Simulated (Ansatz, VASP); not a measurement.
**AlN in VASP and in Ansatz**

INCAR

```
SYSTEM = AlN
  PREC = Accurate
  ENCUT = 520
  EDIFF = 1E-8
  ISMEAR = -1
  SIGMA = 0.02
  LREAL = .FALSE.
  LASPH = .TRUE.
  NELM = 120
  ALGO = Normal
  ISIF = 2
  LWAVE = .FALSE.
  LCHARG = .FALSE.
  GGA = PE
  LEFG = .TRUE.
  NBANDS = 11
  GGA_COMPAT = .FALSE.
```

The input KPOINTS:

```
Automatic mesh
0
G
  10 10 10
  0 0 0
```

Contents of POSCAR:

```
AlN
1.0
    0.0000000000      1.9780000000      1.9977800000
    1.9780000000      0.0000000000      1.9977800000
    1.9780000000      1.9780000000      0.0000000000
Al N
1 1
Direct
    0.0000000000      0.0000000000      0.0000000000
    0.5000000000      0.5000000000      0.5000000000
```

Input for Ansatz:

```yaml
crystal:
  lattice:
    - [0.0, 1.978, 1.99778]
    - [1.978, 0.0, 1.99778]
    - [1.978, 1.978, 0.0]
  atoms:
    - { symbol: Al, position: [0.0, 0.0, 0.0] }
    - { symbol: "N", position: [0.5, 0.5, 0.5] }
kpoints:
  mp_grid: { grid: [10, 10, 10] }
scf:
  occupations: { method: fermi_dirac, width: 0.02 }
hamiltonian:
  xc: pbe
  pseudopotentials: { kind: all_electron, datasets: crystal }
output:
  forces: true
  stress: true
  eigenvalues: true
  efg: { contact_densities: true }
```

Change from the starting cell: zz strain of +1 %, crystal datasets.

Alike in both runs: task electric field gradients; functional PBE; k mesh 10 × 10 × 10; occupations fermi-dirac, width 0.02 eV; no spin polarisation.

|  | VASP | Ansatz |
| --- | --- | --- |
| version | VASP 6.6.1 | Ansatz 0.2.0 |
| potentials or method | VASP PAW PBE potentials, release 64 (Al, N), cutoff 520 eV | all-electron PAW with datasets made for the crystal, scalar-relativistic |

```tsv
	VASP	Ansatz	Ansatz less VASP
gap on the k mesh at the Fermi level (eV)	5.08	5.09	+0.014
pressure (GPa)	21.9	22.2	+0.29
traceless stress, the component that is largest in VASP (GPa)	-2.59	-2.60	-0.007
size of Vzz on the site where it differs most (V/Å²)	1.4	1.2	-0.13
```

Ansatz ran all-electron here, and VASP with PAW potentials.
